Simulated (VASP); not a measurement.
# BN (P6_3mc) in VASP: further runs

Runs on BN. Level: r2SCAN. Tasks: single point.

Everything below comes from runs of VASP 6.6.1. Logs are shortened: lines on timing, memory, paths and dates and some standing lists are left out, and cuts for length are marked.

## 1. The cell of the first run

The structure is hexagonal, space group P6_3mc (No. 186). Conventional cell: a = 2.594 Å, b = 2.594 Å, c = 4.290 Å, α = 90.00°, β = 90.00°, γ = 120.00°. Within 2.1 Å of B (site symmetry 3m) lie 4 N at 1.59 to 1.61 Å. Within 2.1 Å of N (site symmetry 3m) lie 4 B at 1.59 to 1.61 Å.

## 2. Single point, r2SCAN (volume changed by +6%)

Input file POSCAR:

```
BN
1.0
    2.5938440364      0.0000000000      0.0000000000
   -1.2969220182      2.2463348289      0.0000000000
    0.0000000000      0.0000000000      4.2903424648
B N
2 2
Direct
    0.3333333333      0.6666666667      0.0002034648
    0.6666666667      0.3333333333      0.5002034648
    0.3333333333      0.6666666667      0.3747965352
    0.6666666667      0.3333333333      0.8747965352
```

Input file INCAR.step1:

```
SYSTEM = BN
PREC = Accurate ; ENCUT = 520
ISMEAR = 0 ; SIGMA = 0.01
LREAL = .FALSE. ; LASPH = .TRUE.
NELM = 60 ; NBANDS = 16
GGA = PE ; ALGO = Normal
EDIFF = 1E-4 ; LWAVE = .TRUE.
LCHARG = .FALSE.
```

Input file INCAR.step2:

```
SYSTEM = BN
PREC = Accurate ; ENCUT = 520
EDIFF = 1E-6 ; ISMEAR = 0
SIGMA = 0.01 ; LREAL = .FALSE.
LASPH = .TRUE. ; NELM = 60
ALGO = Normal ; ISIF = 2
LWAVE = .FALSE. ; LCHARG = .TRUE.
METAGGA = R2SCAN ; LMIXTAU = .TRUE.
LELF = .TRUE. ; LVHAR = .TRUE.
NBANDS = 16 ; ISTART = 1
```

Input file KPOINTS:

```
Automatic mesh
0
G
  9 9 6
  0 0 0
```

Potentials or basis: VASP PAW PBE potentials, release 64 (B, N).

Started as:

```console
> cat potpaw_PBE.64/B/POTCAR potpaw_PBE.64/N/POTCAR > POTCAR
> cp INCAR.step1 INCAR
> mpirun -np 1 vasp_std > vasp.out
> cp INCAR.step2 INCAR
> mpirun -np 1 vasp_std > vasp.out
```

OUTCAR:

```text
SYSTEM = BN
   PREC = Accurate
   ENCUT = 520
   EDIFF = 1E-6
   ISMEAR = 0
   LREAL = .FALSE.
   LASPH = .TRUE.
   NELM = 60
   ISIF = 2
   METAGGA = R2SCAN
   ISTART = 1

 ion  position               nearest neighbor table
   1  0.333  0.667  0.000-   4 1.59   4 1.59   4 1.59   3 1.61
   2  0.667  0.333  0.500-   3 1.59   3 1.59   3 1.59   4 1.61
   3  0.333  0.667  0.375-   2 1.59   2 1.59   2 1.59   1 1.61
   4  0.667  0.333  0.875-   1 1.59   1 1.59   1 1.59   2 1.61

  LATTYP: Found a hexagonal cell.
 ALAT       =     2.5938440364
 C/A-ratio  =     1.6540479707

  Lattice vectors:

 A1 = (   2.5938440364,   0.0000000000,   0.0000000000)
 A2 = (  -1.2969220182,   2.2463348289,   0.0000000000)
 A3 = (   0.0000000000,   0.0000000000,   4.2903424648)

Analysis of symmetry for initial positions (statically):
=====================================================================
 Subroutine PRICEL returns:
 Original cell was already a primitive cell.

 Routine SETGRP: Setting up the symmetry group for a
 hexagonal supercell.

 Subroutine GETGRP returns: Found 12 space group operations
 (whereof  6 operations were pure point group operations)
 out of a pool of 24 trial point group operations.

The static configuration has the point symmetry C_3v.
 The point group associated with its full space group is C_6v.

Analysis of symmetry for dynamics (positions and initial velocities):
=====================================================================
 Subroutine PRICEL returns:
 Original cell was already a primitive cell.

 Routine SETGRP: Setting up the symmetry group for a
 hexagonal supercell.

 Subroutine GETGRP returns: Found 12 space group operations
 (whereof  6 operations were pure point group operations)
 out of a pool of 24 trial point group operations.

The dynamic configuration has the point symmetry C_3v.
 The point group associated with its full space group is C_6v.

 Subroutine INISYM returns: Found 12 space group operations
 (whereof  6 operations are pure point group operations),
 and found     1 'primitive' translations

----------------------------------------------------------------------------------------

                                     Primitive cell

  volume of cell :      24.9983

  direct lattice vectors                    reciprocal lattice vectors
     2.593844036  0.000000000  0.000000000     0.385528191  0.222584805  0.000000000
    -1.296922018  2.246334829  0.000000000     0.000000000  0.445169610  0.000000000
     0.000000000  0.000000000  4.290342465     0.000000000  0.000000000  0.233081627

  length of vectors
     2.593844036  2.593844036  4.290342465     0.445169610  0.445169610  0.233081627

  position of ions in fractional coordinates (direct lattice)
     0.333333333  0.666666667  0.000203465
     0.666666667  0.333333333  0.500203465
     0.333333333  0.666666667  0.374796535
     0.666666667  0.333333333  0.874796535

  ion indices of the primitive-cell ions
   primitive index   ion index
                 1           1
                 2           2
                 3           3
                 4           4

----------------------------------------------------------------------------------------

 KPOINTS: Automatic mesh

Automatic generation of k-mesh.
 Grid dimensions read from file:
 generate k-points for:    9    9    6

 Generating k-lattice:

  Cartesian coordinates                     Fractional coordinates (reciprocal lattice)
     0.042836466  0.024731645  0.000000000     0.111111111  0.000000000  0.000000000
     0.000000000  0.049463290  0.000000000     0.000000000  0.111111111  0.000000000
     0.000000000  0.000000000  0.038846938     0.000000000  0.000000000  0.166666667

  Length of vectors
     0.049463290  0.049463290  0.038846938

  Shift w.r.t. Gamma in fractional coordinates (k-lattice)
     0.000000000  0.000000000  0.000000000

 Subroutine IBZKPT returns following result:
 ===========================================

 Found     48 irreducible k-points:

 Following reciprocal coordinates:
            Coordinates               Weight
  0.000000  0.000000  0.000000      1.000000
  0.111111  0.000000  0.000000      6.000000
  0.222222 -0.000000  0.000000      6.000000
  0.333333 -0.000000  0.000000      6.000000
  0.444444 -0.000000  0.000000      6.000000
  0.111111  0.111111  0.000000      6.000000
[... 16 lines left out ...]
  0.333333  0.222222  0.166667     24.000000
  0.333333  0.333333  0.166667      4.000000
 [... further k-points ...]
   k-points           NKPTS =     48   k-points in BZ     NKDIM =     48   number of bands    NBANDS=     16
   number of dos      NEDOS =    301   number of ions     NIONS =      4
   total plane-waves  NPLWV =  12800
   dimension x,y,z NGX =    20 NGY =   20 NGZ =   32
   dimension x,y,z NGXF=    40 NGYF=   40 NGZF=   64
   ions per type =               2   2
   NGX,Y,Z   is equivalent  to a cutoff of  12.82, 12.82, 12.40 a.u.
   NGXF,Y,Z  is equivalent  to a cutoff of  25.64, 25.64, 24.80 a.u.
 SYSTEM =  BN
   PREC   = accura    normal or accurate (medium, high low for compatibility)
   ISTART =      1    job   : 0-new  1-cont  2-samecut
   ICHARG =      0    charge: 1-file 2-atom 10-const
   ISPIN  =      1    spin polarized calculation?
   LNONCOLLINEAR =      F non collinear calculations
   LSORBIT =      F    spin-orbit coupling
   LASPH  =      T    aspherical Exc in radial PAW
   ENCUT  =  520.0 eV  38.22 Ry    6.18 a.u.   4.82  4.82  7.98*2*pi/ulx,y,z
   NELM   =     60;   NELMIN=  2; NELMDL=  0     # of ELM steps
   EDIFF  = 0.1E-05   stopping-criterion for ELM
   LREAL  =      F    real-space projection
   EDIFFG = 0.1E-04   stopping-criterion for IOM
   NSW    =      0    number of steps for IOM
   IBRION =     -1    ionic relax: 0-MD 1-quasi-New 2-CG
   NFREE  =      0    steps in history (QN), initial steepest desc. (CG)
   ISIF   =      2    stress and relaxation
   ISYM   =      2    0-nonsym 1-usesym 2-fastsym
   POTIM  = 0.5000    time-step for ionic-motion
   TEBEG  =    0.0;   TEEND  =   0.0 temperature during run
   PSTRESS=    0.0 pullay stress
   NELECT =      16.0000    total number of electrons
   NUPDOWN=      -1.0000    fix difference up-down
   EMIN   =  10.00;   EMAX   =-10.00  energy-range for DOS
   EFERMI =   0.00;   METHOD = LEGACY
   ISMEAR =     0;   SIGMA  =   0.01  broadening in eV -4-tet -1-fermi 0-gaus
   EFERMI_NEDOS =   21; number of points for ismear=-14 and -15
   IALGO  =     38    algorithm
   IMIX   =      4    mixing-type and parameters
     AMIX     =   0.40;   BMIX     =  1.00
     AMIX_MAG =   1.60;   BMIX_MAG =  1.00
  volume/ion in A,a.u.               =       6.25        42.17
  Fermi-wavevector in a.u.,A,eV,Ry     =   1.410841  2.666103 27.082018  1.990472
  Thomas-Fermi vector in A             =   2.532753
   LORBIT       =      0    0 simple, 1 ext, 2 COOP (PROOUT), +10 PAW based schemes
   METAGGA = R2SCAN    functional components
   LHFCALC =     F    Hartree Fock is set to
   AEXX    =    0.0000 exact exchange contribution
   IVDW    =     0    specifies the selected vdW correction
   LEPSILON=     F    determine dielectric tensor
   LRPA    =     F    only Hartree local field effects (RPA)
 non-spin polarized calculation
 Gauss-broadening in eV      SIGMA  =   0.01
  energy-cutoff  :      520.00
  volume of cell :       25.00
 maximum number of plane-waves:       699
 NGX is ok and might be reduce to    20
   NGX =  9   NGY =  9   NGZ = 15

 number of electron      16.0000000 magnetization

 Free energy of the ion-electron system (eV)
  ---------------------------------------------------
  ext. energy  EPLUGINS =         0.00000000
  ---------------------------------------------------
  free energy    TOTEN  =       -38.18370871 eV

  energy without entropy =      -38.18370871  energy(sigma->0) =      -38.18370871

 E-fermi :   6.8013     XC(G=0): -13.3393

 val. band max:        6.7132430849   @ k =   0.0000   0.0000   0.0000
 cond. band min:      12.5018583635   @ k =   0.3333   0.3333   0.0000
 fundamental gap:      5.7886152786
 Fermi energy:         6.8012884064

 k-point     1 :       0.0000    0.0000    0.0000
  band No.  band energies     occupation
      1     -14.1046      2.00000
      2     -10.1380      2.00000
      3      -4.0638      2.00000
      4       4.6290      2.00000
      5       4.6290      2.00000
      6       6.4623      2.00000
[... 8 lines left out ...]
     15      19.0289      0.00000
     16      23.3750      0.00000

 k-point     2 :       0.1111    0.0000    0.0000
  band No.  band energies     occupation
      1     -13.8396      2.00000
      2      -9.9391      2.00000
      3      -3.7996      2.00000
      4       3.4434      2.00000
      5       4.1640      2.00000
      6       5.7064      2.00000
[... 8 lines left out ...]
     15      19.7909      0.00000
     16      22.9540      0.00000

 k-point     3 :       0.2222   -0.0000    0.0000
  band No.  band energies     occupation
      1     -13.0638      2.00000
      2      -9.4024      2.00000
      3      -3.0287      2.00000
      4       0.9473      2.00000
      5       3.2127      2.00000
      6       3.4903      2.00000
[... 8 lines left out ...]
     15      21.6028      0.00000
     16      22.2787      0.00000

 k-point     4 :       0.3333   -0.0000    0.0000
  band No.  band energies     occupation
      1     -11.8571      2.00000
      2      -8.7916      2.00000
      3      -1.8482      2.00000
      4      -1.4447      2.00000
      5       1.1087      2.00000
      6       2.3566      2.00000
[... 8 lines left out ...]
     15      22.7731      0.00000
     16      23.5643      0.00000
[... 324 lines left out ...]
 k-point    22 :       0.2222    0.2222    0.1667
  band No.  band energies     occupation
      1     -11.0485      2.00000
      2      -8.7806      2.00000
      3      -1.7526      2.00000
      4      -0.6295      2.00000
      5       0.1197      2.00000
      6       1.1802      2.00000
[... 8 lines left out ...]
     15      22.2836      0.00000
     16      23.4554      0.00000

 k-point    23 :       0.3333    0.2222    0.1667
  band No.  band energies     occupation
      1      -9.8334      2.00000
      2      -8.6677      2.00000
      3      -2.3114      2.00000
      4      -1.2698      2.00000
      5      -0.2601      2.00000
      6       1.1083      2.00000
[... 8 lines left out ...]
     15      23.0663      0.00000
     16      23.5294      0.00000

 k-point    24 :       0.3333    0.3333    0.1667
  band No.  band energies     occupation
      1      -8.9931      2.00000
      2      -8.9931      2.00000
      3      -2.0919      2.00000
      4      -1.1606      2.00000
      5      -1.1606      2.00000
      6       1.0332      2.00000
[... 8 lines left out ...]
     15      23.0206      0.00000
     16      23.0206      0.00000

 [... further k-points ...]

------------------------ aborting loop because EDIFF is reached ----------------------------------------

  FORCE on cell =-STRESS in cart. coord.  units (eV):
  Direction    XX          YY          ZZ          XY          YZ          ZX
  --------------------------------------------------------------------------------------
  -------------------------------------------------------------------------------------
  Total       -3.0488282     -3.0488282     -3.0875730      0.0000000      0.0000000      0.0000000
  in kB     -195.4039002   -195.4039002   -197.8871077      0.0000000      0.0000000      0.0000000
  external PRESSURE =    -196.2316361 kB  Pullay stress =       0.0000000 kB

 VOLUME and BASIS-vectors are now :
 -----------------------------------------------------------------------------
  energy-cutoff  :      520.00
  volume of cell :       25.00
      direct lattice vectors                 reciprocal lattice vectors
     2.593844036  0.000000000  0.000000000     0.385528191  0.222584805  0.000000000
    -1.296922018  2.246334829  0.000000000     0.000000000  0.445169610  0.000000000
     0.000000000  0.000000000  4.290342465     0.000000000  0.000000000  0.233081627

 POSITION                                       TOTAL-FORCE (eV/Angst)
 -----------------------------------------------------------------------------------
     -0.00000      1.49756      0.00087        -0.000000     -0.000000     -0.040513
      1.29692      0.74878      2.14604         0.000000     -0.000000     -0.040513
     -0.00000      1.49756      1.60801        -0.000000      0.000000      0.040513
      1.29692      0.74878      3.75318         0.000000     -0.000000      0.040513
 -----------------------------------------------------------------------------------
    total drift:                               -0.000000      0.000000     -0.002288

  FREE ENERGIE OF THE ION-ELECTRON SYSTEM (eV)
  ---------------------------------------------------
  free  energy   TOTEN  =       -38.1837087134 eV

  energy  without entropy=      -38.1837087134  energy(sigma->0) =      -38.18370871
```

It used 47 s of CPU time on 1 thread of Intel Xeon 6975P-C (shared host).

What came out:

| Property | Result |
| --- | --- |
| Free energy | -38.1837 eV |
| Pressure | -19.6 GPa |
| Largest force | 0.041 eV/Å |
| Band gap on the k mesh | 5.79 eV, indirect (least direct gap 8.65 eV) |

Forces in eV/Å, atoms in the order of the input:
```
B    0.000  0.000 -0.041
B    0.000  0.000 -0.041
N    0.000  0.000  0.041
N    0.000  0.000  0.041
```

Caveat: the cell differs from its parent crystal (volume changed by +6%); the PAW data sets were made with another functional, which shifts forces and pressure a little. A k mesh can miss the band edges.

## 3. Single point, r2SCAN

This run uses another cell than the first one, of 5.90 Å³/atom, 0.943 times its volume.

Input file POSCAR:

```
BN
1.0
    2.5439499968      0.0000000000      0.0000000000
   -1.2719749984      2.2031253232      0.0000000000
    0.0000000000      0.0000000000      4.2078153299
B N
2 2
Direct
    0.3333333333      0.6666666667      0.0002034648
    0.6666666667      0.3333333333      0.5002034648
    0.3333333333      0.6666666667      0.3747965352
    0.6666666667      0.3333333333      0.8747965352
```

Input file INCAR.step1:

```
SYSTEM = BN
PREC     = Accurate       ! precision mode
ENCUT    = 520            ! plane-wave cutoff, eV
ISMEAR   = 0              ! smearing method
SIGMA    = 0.01           ! smearing width, eV
LREAL    = .FALSE.        ! projectors in reciprocal space
LASPH    = .TRUE.         ! aspherical terms in the spheres
NELM     = 100            ! most SCF steps
NBANDS   = 16             ! bands
GGA      = PE             ! functional
ALGO     = Normal         ! electronic algorithm
EDIFF    = 1E-4           ! SCF threshold, eV
LWAVE    = .TRUE.         ! write WAVECAR
LCHARG   = .FALSE.        ! write CHGCAR
```

Input file INCAR.step2:

```
SYSTEM = BN
PREC     = Accurate       ! precision mode
ENCUT    = 520            ! plane-wave cutoff, eV
EDIFF    = 1E-6           ! SCF threshold, eV
ISMEAR   = 0              ! smearing method
SIGMA    = 0.01           ! smearing width, eV
LREAL    = .FALSE.        ! projectors in reciprocal space
LASPH    = .TRUE.         ! aspherical terms in the spheres
NELM     = 100            ! most SCF steps
ALGO     = Normal         ! electronic algorithm
ISIF     = 2              ! what is computed and relaxed
LWAVE    = .FALSE.        ! write WAVECAR
LCHARG   = .FALSE.        ! write CHGCAR
METAGGA  = R2SCAN         ! meta-GGA
LMIXTAU  = .TRUE.       
NBANDS   = 16             ! bands
ISTART   = 1
```

Input file KPOINTS:

```
Automatic mesh
0
G
  12 12 6
  0 0 0
```

Potentials or basis: VASP PAW PBE potentials, release 64 (B, N).

Started as:

```console
> cat potpaw_PBE.64/B/POTCAR potpaw_PBE.64/N/POTCAR > POTCAR
> cp INCAR.step1 INCAR
> mpirun -np 1 vasp_std > vasp.out
> cp INCAR.step2 INCAR
> mpirun -np 1 vasp_std > vasp.out
```

Wall time 2 min (1 thread of Intel Xeon 6975P-C, shared host); peak memory 0.15 GiB.

The run converged. Its results:

```
Free energy            : -38.2662 eV
Pressure               : 1.1 GPa
Band gap on the k mesh : 5.72 eV, indirect (least direct gap 8.98 eV)
```

Forces on the atoms (eV/Å):
```
B    0.000  0.000  0.002
B    0.000  0.000  0.002
N    0.000  0.000 -0.002
N    0.000  0.000 -0.002
```

Levels at points of the mesh, in eV from the valence-band top:
| k point | band 5 | band 6 | band 7 | band 8 | band 9 | band 10 | band 11 | band 12 |
| --- | --- | --- | --- | --- | --- | --- | --- | --- |
| (0.00, 0.00, 0.00) | -2.21 | -0.27 | 0.00 | 0.00 | 9.08 | 9.08 | 9.31 | 10.22 |
| (0.50, 0.00, 0.00) | -7.21 | -5.19 | -4.53 | -2.20 | 7.30 | 8.60 | 11.38 | 12.23 |
| (0.00, 0.00, 0.50) | -1.22 | -1.22 | -1.22 | -1.22 | 10.25 | 10.25 | 10.69 | 10.69 |
| (0.50, 0.00, 0.50) | -3.92 | -3.92 | -3.73 | -3.73 | 7.20 | 7.20 | 10.72 | 10.72 |

Caveat: the PAW data sets were made with another functional, which shifts forces and pressure a little.
